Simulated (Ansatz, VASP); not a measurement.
One calculation of BN, two programs

```
CELL_PARAMETERS angstrom
2.50399 0.01252 0.01252
-1.24115 2.16226 0.00458
0.03331 0.03331 6.66120
ATOMIC_POSITIONS crystal
B 0.33333 0.66667 0.25000
B 0.66667 0.33333 0.75000
N 0.33333 0.66667 0.75000
N 0.66667 0.33333 0.25000
```

Change from the starting cell: equal xy, yz and zx shear strains of +1 %, PAW files.

Alike in both runs: task electric field gradients; functional PBEsol; k mesh 11 × 11 × 4; occupations fermi-dirac, width 0.03 eV; no spin polarisation.

|  | VASP | Ansatz |
| --- | --- | --- |
| version | VASP 6.6.1 | Ansatz 0.2.0 |
| potentials or method | VASP PAW PBE potentials, release 64 (B, N) | PAW with Ansatz's default frozen-core files, scalar-relativistic |
| plane-wave cutoff (eV) | 520 | 420 |
| valence electrons in the cell | 16 | 16 |

```tsv
	VASP	Ansatz	Ansatz less VASP
gap on the k mesh at the Fermi level (eV)	4.19	4.20	+0.010
pressure (GPa)	0.8	0.5	-0.30
traceless stress, the component that is largest in VASP (GPa)	-3.74	-3.73	+0.015
rms of the force components (eV/Å)	0.076	0.075	-0.0006
size of Vzz on the site where it differs most (V/Å²)	34.7	27.9	-6.72
```

VASP's potentials were made for PBE, not for PBEsol. Atom by atom the forces differ by 0.001 eV/Å (rms over components).
